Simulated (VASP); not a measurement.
# NaI (Fm-3m) in VASP: notebook

NaI is run at these levels: PBEsol; tasks: single point.

Everything below comes from runs of VASP 6.6.1. Logs are shortened: lines on timing, memory, paths and dates and some standing lists are left out, and cuts for length are marked.

## Step 1: The cell of the first run

Symmetry: Fm-3m, No. 225, cubic system. Conventional cell: a = 6.401 Å, b = 6.401 Å, c = 6.401 Å, α = 90.00°, β = 90.00°, γ = 90.00°. Within 4.2 Å of Na (site symmetry m-3m) lie 6 I at 3.20 Å. Within 4.2 Å of I (site symmetry m-3m) lie 6 Na at 3.20 Å.

## Step 2: Single point, PBEsol

File INCAR:

```
SYSTEM = NaI
PREC = Accurate ; ENCUT = 520
EDIFF = 1E-6 ; ISMEAR = 0
SIGMA = 0.01 ; LREAL = .False.
LASPH = .True. ; NELM = 80
ALGO = Normal ; ISIF = 2
LWAVE = .False. ; LCHARG = .False.
GGA = PS ; NBANDS = 14
```

File KPOINTS:

```
regular mesh
0
Gamma
  8 8 8
  0 0 0
```

File POSCAR:

```
NaI
1.0
    0.0000000000      3.2002504140      3.2002504140
    3.2002504140      0.0000000000      3.2002504140
    3.2002504140      3.2002504140      0.0000000000
Na I
1 1
Direct
    0.0000000000      0.0000000000      0.0000000000
    0.5000000000      0.5000000000      0.5000000000
```

Potentials or basis: VASP PAW PBE potentials, release 64 (Na_pv, I).

Launch:

```console
$ cat potpaw_PBE.64/Na_pv/POTCAR potpaw_PBE.64/I/POTCAR > POTCAR
$ mpirun -np 1 vasp_std > vasp.out
```

OUTCAR:

```text
SYSTEM = NaI
   PREC = Accurate
   ENCUT = 520
   EDIFF = 1E-6
   ISMEAR = 0
   LREAL = .False.
   LASPH = .True.
   NELM = 80
   ISIF = 2
   GGA = PS

 ion  position               nearest neighbor table
   1  0.000  0.000  0.000-
   2  0.500  0.500  0.500-

  LATTYP: Found a face centered cubic cell.
 ALAT       =     6.4005008280

  Lattice vectors:

 A1 = (   0.0000000000,   3.2002504140,   3.2002504140)
 A2 = (   3.2002504140,   0.0000000000,   3.2002504140)
 A3 = (   3.2002504140,   3.2002504140,   0.0000000000)

Analysis of symmetry for initial positions (statically):
=====================================================================
 Subroutine PRICEL returns:
 Original cell was already a primitive cell.

 Routine SETGRP: Setting up the symmetry group for a
 face centered cubic supercell.

 Subroutine GETGRP returns: Found 48 space group operations
 (whereof 48 operations were pure point group operations)
 out of a pool of 48 trial point group operations.

The static configuration has the point symmetry O_h .

Analysis of symmetry for dynamics (positions and initial velocities):
=====================================================================
 Subroutine PRICEL returns:
 Original cell was already a primitive cell.

 Routine SETGRP: Setting up the symmetry group for a
 face centered cubic supercell.

 Subroutine GETGRP returns: Found 48 space group operations
 (whereof 48 operations were pure point group operations)
 out of a pool of 48 trial point group operations.

The dynamic configuration has the point symmetry O_h .

 Subroutine INISYM returns: Found 48 space group operations
 (whereof 48 operations are pure point group operations),
 and found     1 'primitive' translations

----------------------------------------------------------------------------------------

                                     Primitive cell

  volume of cell :      65.5514

  direct lattice vectors                    reciprocal lattice vectors
     0.000000000  3.200250414  3.200250414    -0.156237774  0.156237774  0.156237774
     3.200250414  0.000000000  3.200250414     0.156237774 -0.156237774  0.156237774
     3.200250414  3.200250414  0.000000000     0.156237774  0.156237774 -0.156237774

  length of vectors
     4.525837538  4.525837538  4.525837538     0.270611762  0.270611762  0.270611762

  position of ions in fractional coordinates (direct lattice)
     0.000000000  0.000000000  0.000000000
     0.500000000  0.500000000  0.500000000

  ion indices of the primitive-cell ions
   primitive index   ion index
                 1           1
                 2           2

----------------------------------------------------------------------------------------

 KPOINTS: regular mesh

Automatic generation of k-mesh.
 Grid dimensions read from file:
 generate k-points for:    8    8    8

 Generating k-lattice:

  Cartesian coordinates                     Fractional coordinates (reciprocal lattice)
    -0.019529722  0.019529722  0.019529722     0.125000000  0.000000000  0.000000000
     0.019529722 -0.019529722  0.019529722     0.000000000  0.125000000  0.000000000
     0.019529722  0.019529722 -0.019529722     0.000000000  0.000000000  0.125000000

  Length of vectors
     0.033826470  0.033826470  0.033826470

  Shift w.r.t. Gamma in fractional coordinates (k-lattice)
     0.000000000  0.000000000  0.000000000

 Subroutine IBZKPT returns following result:
 ===========================================

 Found     29 irreducible k-points:

 Following reciprocal coordinates:
            Coordinates               Weight
  0.000000  0.000000  0.000000      1.000000
  0.125000  0.000000  0.000000      8.000000
  0.250000  0.000000  0.000000      8.000000
  0.375000  0.000000  0.000000      8.000000
  0.500000  0.000000  0.000000      4.000000
  0.125000  0.125000  0.000000      6.000000
[... 16 lines left out ...]
  0.500000  0.250000  0.125000     48.000000
 -0.375000  0.250000  0.125000     24.000000
 [... further k-points ...]
   k-points           NKPTS =     29   k-points in BZ     NKDIM =     29   number of bands    NBANDS=     14
   number of dos      NEDOS =    301   number of ions     NIONS =      2
   total plane-waves  NPLWV =  46656
   dimension x,y,z NGX =    36 NGY =   36 NGZ =   36
   dimension x,y,z NGXF=    72 NGYF=   72 NGZF=   72
   ions per type =               1   1
   NGX,Y,Z   is equivalent  to a cutoff of  13.22, 13.22, 13.22 a.u.
   NGXF,Y,Z  is equivalent  to a cutoff of  26.45, 26.45, 26.45 a.u.
 SYSTEM =  NaI
   PREC   = accura    normal or accurate (medium, high low for compatibility)
   ISTART =      0    job   : 0-new  1-cont  2-samecut
   ICHARG =      2    charge: 1-file 2-atom 10-const
   ISPIN  =      1    spin polarized calculation?
   LNONCOLLINEAR =      F non collinear calculations
   LSORBIT =      F    spin-orbit coupling
   LASPH  =      T    aspherical Exc in radial PAW
   ENCUT  =  520.0 eV  38.22 Ry    6.18 a.u.   8.42  8.42  8.42*2*pi/ulx,y,z
   NELM   =     80;   NELMIN=  2; NELMDL= -5     # of ELM steps
   EDIFF  = 0.1E-05   stopping-criterion for ELM
   LREAL  =      F    real-space projection
[... 7 lines left out ...]
   TEBEG  =    0.0;   TEEND  =   0.0 temperature during run
   PSTRESS=    0.0 pullay stress
   NELECT =      14.0000    total number of electrons
   NUPDOWN=      -1.0000    fix difference up-down
   EMIN   =  10.00;   EMAX   =-10.00  energy-range for DOS
   EFERMI =   0.00;   METHOD = LEGACY
   ISMEAR =     0;   SIGMA  =   0.01  broadening in eV -4-tet -1-fermi 0-gaus
   EFERMI_NEDOS =   21; number of points for ismear=-14 and -15
   IALGO  =     38    algorithm
   IMIX   =      4    mixing-type and parameters
     AMIX     =   0.40;   BMIX     =  1.00
     AMIX_MAG =   1.60;   BMIX_MAG =  1.00
  volume/ion in A,a.u.               =      32.78       221.18
  Fermi-wavevector in a.u.,A,eV,Ry     =   0.978566  1.849222 13.028828  0.957592
  Thomas-Fermi vector in A             =   2.109352
   LORBIT       =      0    0 simple, 1 ext, 2 COOP (PROOUT), +10 PAW based schemes
   GGA     = PS    functional components
   LHFCALC =     F    Hartree Fock is set to
   AEXX    =    0.0000 exact exchange contribution
   IVDW    =     0    specifies the selected vdW correction
   LEPSILON=     F    determine dielectric tensor
   LRPA    =     F    only Hartree local field effects (RPA)
 non-spin polarized calculation
 Gauss-broadening in eV      SIGMA  =   0.01
  energy-cutoff  :      520.00
  volume of cell :       65.55
 maximum number of plane-waves:      1807
 NGX is ok and might be reduce to    36
   NGX = 17   NGY = 17   NGZ = 17

 number of electron      13.9999999 magnetization

 Free energy of the ion-electron system (eV)
  ---------------------------------------------------
  ext. energy  EPLUGINS =         0.00000000
  ---------------------------------------------------
  free energy    TOTEN  =        -5.66983853 eV

  energy without entropy =       -5.66983853  energy(sigma->0) =       -5.66983853

 E-fermi :   1.0050     XC(G=0):  -7.9832

 val. band max:        0.9553351512   @ k =   0.0000   0.0000   0.0000
 cond. band min:       4.5487242492   @ k =   0.0000   0.0000   0.0000
 fundamental gap:      3.5933890980
 Fermi energy:         1.0049714319

 k-point     1 :       0.0000    0.0000    0.0000
  band No.  band energies     occupation
      1     -21.2534      2.00000
      2     -21.2534      2.00000
      3     -21.2534      2.00000
      4     -10.1916      2.00000
      5       0.9553      2.00000
      6       0.9553      2.00000
      7       0.9553      2.00000
      8       4.5487      0.00000
      9       8.7997      0.00000
     10       8.7997      0.00000
     11       8.7997      0.00000
     12      10.7268      0.00000
     13      10.7268      0.00000
     14      11.2137      0.00000

 k-point     2 :       0.1250    0.0000    0.0000
  band No.  band energies     occupation
      1     -21.2543      2.00000
      2     -21.2534      2.00000
      3     -21.2534      2.00000
      4     -10.1439      2.00000
      5       0.4543      2.00000
      6       0.9065      2.00000
      7       0.9065      2.00000
      8       5.0939      0.00000
      9       8.4175      0.00000
     10       8.9605      0.00000
     11       8.9605      0.00000
     12      10.2882      0.00000
     13      10.2882      0.00000
     14      11.8560      0.00000

 k-point     3 :       0.2500    0.0000    0.0000
  band No.  band energies     occupation
      1     -21.2567      2.00000
      2     -21.2536      2.00000
      3     -21.2536      2.00000
      4     -10.0239      2.00000
      5      -0.4362      2.00000
      6       0.7944      2.00000
      7       0.7944      2.00000
      8       5.8337      0.00000
      9       8.4268      0.00000
     10       8.8744      0.00000
     11       8.8744      0.00000
     12      10.4877      0.00000
     13      10.4877      0.00000
     14      11.3935      0.00000

 k-point     4 :       0.3750    0.0000    0.0000
  band No.  band energies     occupation
      1     -21.2590      2.00000
      2     -21.2537      2.00000
      3     -21.2537      2.00000
      4      -9.8963      2.00000
      5      -1.1296      2.00000
      6       0.6895      2.00000
      7       0.6895      2.00000
      8       5.9486      0.00000
      9       8.5037      0.00000
     10       8.5037      0.00000
     11       9.3859      0.00000
     12      11.0228      0.00000
     13      11.7294      0.00000
     14      11.7294      0.00000

 k-point     5 :       0.5000    0.0000    0.0000
  band No.  band energies     occupation
      1     -21.2600      2.00000
      2     -21.2538      2.00000
      3     -21.2538      2.00000
      4      -9.8410      2.00000
      5      -1.3857      2.00000
      6       0.6480      2.00000
      7       0.6480      2.00000
      8       5.9084      0.00000
      9       8.3551      0.00000
     10       8.3551      0.00000
     11       9.8997      0.00000
[... 276 lines left out ...]
 k-point    22 :       0.3750    0.2500    0.1250
  band No.  band energies     occupation
      1     -21.2570      2.00000
      2     -21.2547      2.00000
      3     -21.2538      2.00000
      4      -9.9380      2.00000
      5      -0.5941      2.00000
      6       0.3160      2.00000
      7       0.6379      2.00000
      8       6.6660      0.00000
      9       7.5548      0.00000
     10       8.0559      0.00000
     11       9.7107      0.00000
     12      10.1397      0.00000
     13      12.2064      0.00000
     14      13.5533      0.00000

 k-point    23 :       0.5000    0.2500    0.1250
  band No.  band energies     occupation
      1     -21.2583      2.00000
      2     -21.2552      2.00000
      3     -21.2541      2.00000
      4      -9.8375      2.00000
      5      -0.9494      2.00000
      6       0.0469      2.00000
      7       0.4988      2.00000
      8       6.9412      0.00000
      9       7.5115      0.00000
     10       8.3014      0.00000
     11       9.4634      0.00000
     12      11.1850      0.00000
     13      13.0263      0.00000
     14      13.3152      0.00000

 k-point    24 :      -0.3750    0.2500    0.1250
  band No.  band energies     occupation
      1     -21.2588      2.00000
      2     -21.2553      2.00000
      3     -21.2543      2.00000
      4      -9.7945      2.00000
      5      -1.0966      2.00000
      6      -0.0377      2.00000
      7       0.4269      2.00000
      8       6.9987      0.00000
      9       7.2511      0.00000
     10       9.2206      0.00000
     11       9.2452      0.00000
     12      11.4434      0.00000
     13      12.4934      0.00000
     14      13.6645      0.00000

 [... further k-points ...]
[... 5 lines left out ...]
  --------------------------------------------------------------------------------------
  -------------------------------------------------------------------------------------
  Total        0.0254491      0.0254491      0.0254491      0.0000000      0.0000000      0.0000000
  in kB        0.6220166      0.6220166      0.6220166      0.0000000      0.0000000      0.0000000
  external PRESSURE =       0.6220166 kB  Pullay stress =       0.0000000 kB

 VOLUME and BASIS-vectors are now :
 -----------------------------------------------------------------------------
  energy-cutoff  :      520.00
  volume of cell :       65.55
      direct lattice vectors                 reciprocal lattice vectors
     0.000000000  3.200250414  3.200250414    -0.156237774  0.156237774  0.156237774
     3.200250414  0.000000000  3.200250414     0.156237774 -0.156237774  0.156237774
     3.200250414  3.200250414  0.000000000     0.156237774  0.156237774 -0.156237774

 POSITION                                       TOTAL-FORCE (eV/Angst)
 -----------------------------------------------------------------------------------
      0.00000      0.00000      0.00000        -0.000000     -0.000000     -0.000000
      3.20025      3.20025      3.20025         0.000000      0.000000      0.000000
 -----------------------------------------------------------------------------------
    total drift:                                0.000000      0.000000      0.000000

  FREE ENERGIE OF THE ION-ELECTRON SYSTEM (eV)
  ---------------------------------------------------
  free  energy   TOTEN  =        -5.6698385260 eV

  energy  without entropy=       -5.6698385260  energy(sigma->0) =       -5.66983853
```

Run time: 40 s. Hardware: 1 thread of Intel Xeon 8259CL, shared host; peak memory 0.21 GiB.

Results:

| Item | Value |
| --- | --- |
| Free energy | -5.6698 eV |
| Pressure | 0.1 GPa |
| Band gap on the k mesh | 3.59 eV |

Caveat: the PAW data sets were made with another functional, which shifts forces and pressure a little; spin-orbit coupling is left out, which moves the levels of the heavy elements. PBEsol gaps usually lie below the measured ones, often by a third to a half.

## Step 3: Single point, PBEsol

This run uses another cell than the first one, of 32.29 Å³/atom.

File INCAR:

```
SYSTEM = NaI
PREC = Accurate ; ENCUT = 520
EDIFF = 1E-7 ; ISMEAR = 0
SIGMA = 0.01 ; LREAL = .FALSE.
LASPH = .TRUE. ; NELM = 60
ALGO = Normal ; ISIF = 2
LWAVE = .FALSE. ; LCHARG = .FALSE.
GGA = PS ; NBANDS = 14
```

File KPOINTS:

```
regular mesh
0
G
  8 8 8
  0 0 0
```

File POSCAR:

```
NaI
1.0
    0.0000000000      3.1842491620      3.1842491620
    3.1842491620      0.0000000000      3.1842491620
    3.1842491620      3.1842491620      0.0000000000
Na I
1 1
Direct
    0.0000000000      0.0000000000      0.0000000000
    0.5000000000      0.5000000000      0.5000000000
```

Potentials or basis: VASP PAW PBE potentials, release 64 (Na_pv, I).

Launch:

```console
$ cat potpaw_PBE.64/Na_pv/POTCAR potpaw_PBE.64/I/POTCAR > POTCAR
$ mpirun -np 1 vasp_std > vasp.out
```

Wall time 50 s (1 thread of Intel Xeon 8259CL, shared host); peak memory 0.21 GiB.

It converged, with:

```yaml
Free_energy: -5.6686 eV
Pressure: 0.3 GPa
Band_gap_on_the_k_mesh: 3.63 eV
```

Levels at points of the mesh, in eV from the valence-band top:
```
           k point  band 4  band 5  band 6  band 7  band 8  band 9  band 10  band 11
(0.00, 0.00, 0.00)  -11.19    0.00    0.00    0.00    3.63    7.84     7.84     7.84
(0.50, 0.00, 0.00)  -10.82   -2.40   -0.32   -0.32    4.96    7.41     7.41     9.06
(0.50, 0.50, 0.00)  -10.73   -2.11   -0.83   -0.83    4.47    5.33    10.03    11.49
```

Caveat: the PAW data sets were made with another functional, which shifts forces and pressure a little; spin-orbit coupling is left out, which moves the levels of the heavy elements.

## Step 4: Single point, PBEsol

File INCAR:

```
ALGO = Normal
EDIFF = 1E-6
ENCUT = 520
GGA = PS
ISIF = 2
ISMEAR = 0
LASPH = True
LCHARG = False
LREAL = False
LWAVE = False
NBANDS = 14
NELM = 100
PREC = Accurate
SIGMA = 0.01
```

File KPOINTS:

```
k-points
0
Gamma
  8 8 8
```

File POSCAR:

```
NaI
1.0
    0.0000000000      3.2002504140      3.2002504140
    3.2002504140      0.0000000000      3.2002504140
    3.2002504140      3.2002504140      0.0000000000
Na I
1 1
Direct
    0.0000000000      0.0000000000      0.0000000000
    0.5000000000      0.5000000000      0.5000000000
```

Launch:

```console
$ cat potpaw_PBE.64/Na_pv/POTCAR potpaw_PBE.64/I/POTCAR > POTCAR
$ mpirun -np 1 vasp_std > vasp.out
```

Run time: 44 s. Hardware: 1 thread of Intel Xeon 8259CL, shared host; peak memory 0.21 GiB.

Results (log left out):

- Free energy: -5.6698 eV
- Pressure: 0.1 GPa
- Band gap on the k mesh: 3.59 eV

Levels at points of the mesh, in eV from the valence-band top:
| k point | band 3 | band 4 | band 5 | band 6 | band 7 | band 8 | band 9 | band 10 | band 11 | band 12 |
| --- | --- | --- | --- | --- | --- | --- | --- | --- | --- | --- |
| (0.00, 0.00, 0.00) | -22.21 | -11.15 | 0.00 | 0.00 | 0.00 | 3.59 | 7.84 | 7.84 | 7.84 | 9.77 |
| (0.50, 0.00, 0.00) | -22.21 | -10.80 | -2.34 | -0.31 | -0.31 | 4.95 | 7.40 | 7.40 | 8.94 | 10.23 |
| (0.50, 0.50, 0.00) | -22.21 | -10.71 | -2.05 | -0.80 | -0.80 | 4.46 | 5.36 | 9.93 | 11.40 | 11.40 |

Caveat: the PAW data sets were made with another functional, which shifts forces and pressure a little; spin-orbit coupling is left out, which moves the levels of the heavy elements. Expect the measured gap to be larger: semilocal functionals such as PBEsol lack the derivative discontinuity.

(Continued in part 2 of 2.)
